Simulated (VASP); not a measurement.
Set up this calculation in VASP 6.6.1, as the native input.

```
Task                   : single point
Functional             : LDA
Potentials or basis    : VASP PAW LDA potentials, release 64 (Ge_d)
Cutoff                 : 520 eV
k mesh                 : 11 × 11 × 10
Occupations            : fermi-dirac, width 0.05 eV
Spin                   : no spin polarisation
Dipole correction      : no
Further INCAR settings : ALGO = Normal; EDIFF = 1e-06; NBANDS = 13
```

The structure of Ge lies in POSCAR:

```
Ge
1.0
    1.3877718785     -2.5830623466      0.0000000000
    1.3877718785      2.5830623466      0.0000000000
    0.0000000000      0.0000000000      2.6801215215
Ge
1
Direct
    0.5000000000      0.5000000000      0.0000000000
```

The input as run:

INCAR

```
SYSTEM = Ge
PREC = Accurate ; ENCUT = 520
EDIFF = 1E-6 ; ISMEAR = -1
SIGMA = 0.05 ; LREAL = .False.
LASPH = .True. ; NELM = 100
ALGO = Normal ; ISIF = 2
LWAVE = .False. ; LCHARG = .True.
GGA = CA ; LELF = .True.
LVHAR = .True. ; NBANDS = 13
```

KPOINTS

```
Automatic mesh
0
Gamma
  11 11 10
  0 0 0
```

Potentials or basis: VASP PAW LDA potentials, release 64 (Ge_d).

Command:

```sh
$ cat potpaw_LDA.64/Ge_d/POTCAR > POTCAR
$ mpirun -np 1 vasp_std > vasp.out
```

Results of the run:

```
Pressure               : -4.6 GPa
Band gap on the k mesh : zero (band 7 reaches 12.86 eV, above the bottom of band 8 at 3.70 eV)
```

Wall time 11 s on 1 thread of Intel(R) Xeon(R) 6975P-C (Granite Rapids), with other jobs on the host, peak memory 0.16 GiB.
